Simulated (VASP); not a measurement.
Wanted: the native input for a VASP 6.6.1 run.

* Task: electric field gradients
* Functional: PBE
* Potentials or basis: VASP PAW PBE potentials, release 64 (Ga_d, P)
* Cutoff: 520 eV
* k mesh: 13 × 13 × 13
* Occupations: fermi-dirac, width 0.03 eV
* Spin: no spin polarisation
* Dipole correction: no
* Further INCAR settings: ALGO = Normal; EDIFF = 1e-08; NBANDS = 16

The structure of GaP (zincblende type) lies in POSCAR:

```
GaP
1.0
    0.0000000000      2.7802685117      2.7802685117
    2.7802685117      0.0000000000      2.7802685117
    2.7802685117      2.7802685117      0.0000000000
Ga P
1 1
Direct
    0.0000000000      0.0000000000      0.0000000000
    0.2500000000      0.2500000000      0.2500000000
```

This cell differs from its parent crystal: volume scaled by 1.03.

These files were run (other wordings do the same):

INCAR

```
PREC = Accurate
ENCUT = 520
EDIFF = 1E-8
ISMEAR = -1
SIGMA = 0.03
LREAL = False
LASPH = True
NELM = 80
ALGO = Normal
ISIF = 2
LWAVE = False
LCHARG = False
GGA = PE
LEFG = True
NBANDS = 16
```

KPOINTS

```
Automatic mesh
0
Gamma
  13 13 13
```

Potentials or basis: VASP PAW PBE potentials, release 64 (Ga_d, P).

Run with:

```console
$ cat potpaw_PBE.64/Ga_d/POTCAR potpaw_PBE.64/P/POTCAR > POTCAR
$ mpirun -np 1 vasp_std > vasp.out
```

Results of the run:

The pressure is -2.1 GPa and the band gap on the k mesh is 1.34 eV, direct.

Caveat: without QUAD_EFG the Cq values of the log hold for a quadrupole moment of 1 mb, not for the nuclei.

Run time: 82 s on 1 thread of AMD EPYC 7R13 (shared host), peak memory 0.18 GiB.
